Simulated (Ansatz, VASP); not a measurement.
Hf: VASP beside Ansatz

```
Hf
1.0
     3.31700    0.00000    0.00000
    -1.65850    2.87261    0.00000
     0.00000    0.00000    4.66230
Hf
2
Direct
  0.33333 0.66667 0.25000
  0.66667 0.33333 0.75000
```

Alike in both runs: task single point; functional PBE; k mesh 18 × 18 × 10; occupations gaussian, width 0.15 eV; no spin polarisation.

```csv
,VASP,Ansatz
version,VASP 6.6.1,Ansatz 0.2.0
potentials or method,"VASP PAW PBE potentials, release 64 (Hf_pv), cutoff 500 eV","scalar-relativistic, plane waves, PAW"
valence electrons in the cell,20,52
```

|  | VASP | Ansatz | Ansatz less VASP |
| --- | --- | --- | --- |
| gap on the k mesh at the Fermi level (eV) | none | none | - |
| pressure (GPa) | 2.1 | 2.6 | +0.45 |
| traceless stress, the component that is largest in VASP (GPa) | 9.39 | 9.44 | +0.047 |

A gap of «none» marks a metal or a gap that the smearing closes. The functional is the same, so the differences come from potentials, cutoffs and numerics. VASP's potentials hold 20 valence electrons a cell and Ansatz's 52, so a difference there can come from the potentials and not from the codes.

Spin-orbit coupling is off throughout.
